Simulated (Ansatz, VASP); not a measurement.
## PbSe in VASP and in Ansatz

Contents of INCAR:

```
ALGO     = Normal         # electronic algorithm
EDIFF    = 1E-6           # SCF threshold, eV
ENCUT    = 520            # plane-wave cutoff, eV
GGA      = PE             # functional
ISIF     = 2              # what is computed and relaxed
ISMEAR   = 0              # smearing method
IVDW     = 12             # dispersion correction
LASPH    = True           # aspherical terms in the spheres
LCHARG   = False          # write CHGCAR
LREAL    = False          # projectors in reciprocal space
LWAVE    = False          # write WAVECAR
NBANDS   = 17             # bands
NELM     = 100            # most SCF steps
PREC     = Accurate       # precision mode
SIGMA    = 0.03           # smearing width, eV
```

File KPOINTS:

```
k-points
0
Gamma
  10 10 10
```

Contents of POSCAR:

```
PbSe
1.0
    0.0000000000      2.9827424356      3.0670873374
    2.9827424356      0.0000000000      3.0670873374
    2.9827424356      2.9827424356      0.0000000000
Pb Se
1 1
Direct
    0.0000000000      0.0000000000      0.0000000000
    0.5000000000      0.5000000000      0.5000000000
```

Input for Ansatz:

```yaml
crystal:
  lattice:
    - [0.0, 2.9827424356, 3.0670873374]
    - [2.9827424356, 0.0, 3.0670873374]
    - [2.9827424356, 2.9827424356, 0.0]
  atoms:
    - { symbol: Pb, position: [0.0, 0.0, 0.0] }
    - { symbol: Se, position: [0.5, 0.5, 0.5] }
basis:
  ecutwfc: 420
kpoints:
  mp_grid: { grid: [10, 10, 10] }
hamiltonian:
  xc: pbe
  dispersion: d3bj
scf:
  occupations: { method: gaussian, width: 0.03 }
output:
  forces: true
  stress: true
  eigenvalues: true
```

Change from the starting cell: engineering shear strain xy +0.0000, equal normal strain along x and y -0.0275.

Alike in both runs: task single point; functional PBE; dispersion D3(BJ); k mesh 10 × 10 × 10; occupations gaussian, width 0.03 eV; no spin polarisation.

|  | VASP | Ansatz |
| --- | --- | --- |
| version | VASP 6.6.1 | Ansatz 0.2.0 |
| potentials or method | VASP PAW PBE potentials, release 64 (Pb_d, Se), cutoff 520 eV | scalar-relativistic, plane waves, PAW |
| valence electrons in the cell | 20 | 30 |

|  | VASP | Ansatz | Ansatz less VASP |
| --- | --- | --- | --- |
| gap on the k mesh at the Fermi level (eV) | 0.09 | 0.08 | -0.005 |
| least direct gap on the mesh (eV) | 0.09 | 0.08 | -0.005 |
| pressure (GPa) | 3.4 | 3.4 | +0.01 |
| traceless stress, the component that is largest in VASP (GPa) | -2.85 | -2.84 | +0.006 |

VASP's potentials hold 20 valence electrons a cell and Ansatz's 30, so a difference there can come from the potentials and not from the codes.

Neither program's run includes spin-orbit coupling.
